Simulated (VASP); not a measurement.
The system is PtSe2 (Sudovikovite).

```
Pt Se
1.0
     3.72400    0.00000    0.00000
    -1.86200    3.22508    0.00000
     0.00000    0.00000    5.06200
Pt Se
1 2
Direct
  0.00000 0.00000 0.00000
  0.33333 0.66667 0.25000
  0.66667 0.33333 0.75000
```

| Property | Result |
| --- | --- |
| Program | VASP 6.6.1 |
| Task | relaxation of cell and atoms |
| Functional | revPBE |
| Dispersion | D3(BJ) |
| Potentials or basis | VASP PAW PBE potentials, release 64 (Pt, Se) |
| Cutoff | 600 eV |
| k mesh | 10 × 10 × 7 |
| Occupations | fermi-dirac, width 0.15 eV |
| Spin | no spin polarisation |

At the start: pressure 1.7 GPa; volume 20.27 Å³/atom.

Problem. Where does the relaxation end?

Solution. Over 14 steps the energy falls by 32.9 meV/atom and the volume is 19.12 Å³/atom (-5.7 %); space group P-3m1 (No. 164, to 0.05 Å).

Step by step:
```
step  energy change (eV)  largest force (eV/Å)  pressure (GPa)  volume (Å³)
   1              0.0000                0.6916            1.70        60.80
   2             -0.0079                0.0391           -4.42        62.70
   3             -0.0202                0.2684           -1.87        61.85
   4             -0.0492                0.2008           -1.53        60.69
   5             -0.0929                0.0728            0.46        57.29
   6             -0.0959                0.1853           -0.82        57.40
   7             -0.0963                0.1578           -0.52        57.38
   8             -0.0969                0.0378            0.97        56.72
   9             -0.0980                0.0507            0.29        57.01
  10             -0.0984                0.0369           -0.17        57.26
  11             -0.0984                0.0395           -0.08        57.21
  12             -0.0986                0.0098            0.17        57.20
  13             -0.0986                0.0027            0.13        57.20
  14             -0.0986                0.0056           -0.07        57.35
```

Final structure:
```yaml
crystal:
  lattice:
    - [3.76074, 0.00000, 0.00000]
    - [-1.88037, 3.25690, 0.00000]
    - [0.00000, 0.00000, 4.68187]
  atoms:
    - { symbol: Pt, position: [0.00000, 0.00000, 0.00000] }
    - { symbol: Se, position: [0.33333, 0.66667, 0.27282] }
    - { symbol: Se, position: [0.66667, 0.33333, 0.72718] }
```

Caveat: the PAW data sets were made with another functional, which shifts forces and pressure a little; pairwise dispersion overbinds metals, which lowers pressure and volume.
